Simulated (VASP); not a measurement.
Wanted: the native input for a VASP 6.6.1 run.

```yaml
Task: relaxation of the atoms
Functional: PBE
Potentials_or_basis: VASP PAW PBE potentials, release 64 (Hf_pv, O)
Cutoff: 520 eV
k_mesh: 6 × 6 × 4
Occupations: gaussian, width 0.05 eV
Spin: no spin polarisation
Dipole_correction: no
Further_INCAR_settings: ALGO = Normal; EDIFF = 1e-07; IBRION = 2; EDIFFG = -0.01; NSW = 100
```

The structure of HfO2 lies in POSCAR:

```
HfO2
1.0
    3.6043047997      0.0000000000      0.0000000000
    0.0000000000      3.6043047997      0.0000000000
    0.0000000000      0.0000000000      5.2639671207
Hf O
2 4
Direct
    0.5014255258      0.4881862960      0.5064390834
    0.0046890448     -0.0043950991      0.0248215729
    0.0014480023      0.4907050728      0.6884058231
    0.5216170349      0.0110111566      0.8067817465
    0.4766156395     -0.0087178688      0.3014156097
   -0.0057952472      0.5232104425      0.1721361644
```

These files were run (other wordings do the same):

INCAR

```
SYSTEM = HfO2
PREC = Accurate
ENCUT = 520
EDIFF = 1E-7
ISMEAR = 0
SIGMA = 0.05
LREAL = .FALSE.
LASPH = .TRUE.
NELM = 80
ALGO = Normal
ISIF = 2
LWAVE = .FALSE.
LCHARG = .FALSE.
GGA = PE
IBRION = 2
NSW = 100
EDIFFG = -0.01
KPAR = 4
```

KPOINTS

```
regular mesh
0
G
  6 6 4
  0 0 0
```

Potentials or basis: VASP PAW PBE potentials, release 64 (Hf_pv, O).

Launch:

```sh
$ cat potpaw_PBE.64/Hf_pv/POTCAR potpaw_PBE.64/O/POTCAR > POTCAR
$ mpirun -np 4 vasp_std > vasp.out
```

It gave:

```
Energy gained by relaxing    : 88.9 meV/atom
Ionic steps                  : 14
Pressure after relaxing      : -2.6 GPa
Largest force after relaxing : 0.009 eV/Å
Band gap on the k mesh       : 4.68 eV (least direct gap 4.74 eV)
```

Caveat: spin-orbit coupling is left out, which moves the levels of the heavy elements.

Run time: 6.8 min on 4 MPI ranks on Oxide Virtual Turin-like Processor, with other jobs on the host, peak memory 0.25 GiB a rank.
